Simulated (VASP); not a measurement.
# BP: single point with LDA

Crystal: BP.

```
CELL_PARAMETERS angstrom
0.00000 2.12360 2.12360
2.12360 0.00000 2.12360
2.12360 2.12360 0.00000
ATOMIC_POSITIONS crystal
B 0.00000 0.00000 0.00000
P 0.75000 0.75000 0.75000
```

```
Program             : VASP 6.6.1
Task                : single point
Functional          : LDA
Potentials or basis : VASP PAW LDA potentials, release 64 (B, P)
Cutoff              : 500 eV
k mesh              : 10 × 10 × 10
Occupations         : gaussian, width 0.01 eV
Spin                : no spin polarisation
```

```json
{
 "Pressure": "39.7 GPa",
 "Band gap on the k mesh": "0.91 eV (least direct gap 3.79 eV)"
}
```

Levels at points of the mesh, in eV from the valence-band top:
```
           k point  band 2  band 3  band 4  band 5  band 6  band 7
(0.00, 0.00, 0.00)    0.00    0.00    0.00    3.79    3.79    3.79
(0.50, 0.00, 0.00)  -10.50   -1.96   -1.96    4.83    4.83    5.07
(0.50, 0.50, 0.00)   -9.53   -4.82   -4.82    0.91    1.43   13.94
```

Run time: 17 s on 1 thread of Intel Xeon 8259CL, on a shared host, peak memory 0.1 GiB.

Caveat: the cell stands under pressure. A k mesh can miss the band edges.
